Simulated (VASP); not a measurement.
# TaN: electric field gradients with PBEsol

TaN:

```xyz
2
Lattice="2.9956 0.0000 0.0000 -1.4978 2.5943 0.0000 0.0000 0.0000 2.9395" Properties=species:S:1:pos:R:3 pbc="T T T"
Ta    0.0000    1.7295    1.4698
N     0.0000    0.0000    0.0000
```

This cell differs from its parent crystal: volume scaled by 1.06.

| Property | Result |
| --- | --- |
| Program | VASP 6.6.1 |
| Task | electric field gradients |
| Functional | PBEsol |
| Potentials or basis | VASP PAW PBE potentials, release 64 (Ta_pv, N) |
| Cutoff | 520 eV |
| k mesh | 12 × 12 × 10 |
| Occupations | fermi-dirac, width 0.02 eV |
| Spin | no spin polarisation |
| Dipole correction | no |
| Further INCAR settings | ALGO = Normal; EDIFF = 1e-08; NBANDS = 15 |

The pressure is -21.8 GPa and the band gap on the k mesh is zero (band 8 reaches 7.87 eV, above the bottom of band 9 at 7.40 eV).

Stress tensor (GPa, compression positive):
```
-21.11   0.00   0.00
  0.00 -21.11   0.00
  0.00   0.00 -23.31
```

Levels at points of the mesh, in eV from the Fermi level:
```csv
k point,band 4,band 5,band 6,band 7,band 8,band 9,band 10,band 11,band 12,band 13
"(0.00, 0.00, 0.00)",-17.39,-4.40,-4.40,-4.06,-2.93,1.69,3.24,3.24,3.56,3.56
"(0.50, 0.00, 0.00)",-15.28,-8.08,-5.01,-3.36,-3.15,2.66,3.61,4.78,4.79,6.77
"(0.00, 0.00, 0.50)",-15.01,-9.12,-3.64,-3.64,-0.18,-0.18,2.17,3.03,3.03,7.54
"(0.50, 0.00, 0.50)",-15.46,-7.10,-6.06,-5.46,-0.54,3.66,4.83,5.47,6.46,9.26
```

Electric field gradients, principal values (V/Å²):
```tsv
atom	least	middle	greatest (by size)
1 Ta	-13.079	-13.079	26.157
2 N	-0.609	-0.611	1.219
```

Wall time 49 s on 1 thread of AMD EPYC 7R13 (shared host), peak memory 0.14 GiB.

Caveat: without QUAD_EFG the Cq values of the log hold for a quadrupole moment of 1 mb, not for the nuclei; the PAW data sets were made with another functional, which shifts forces and pressure a little; spin-orbit coupling is left out, which moves the levels of the heavy elements.
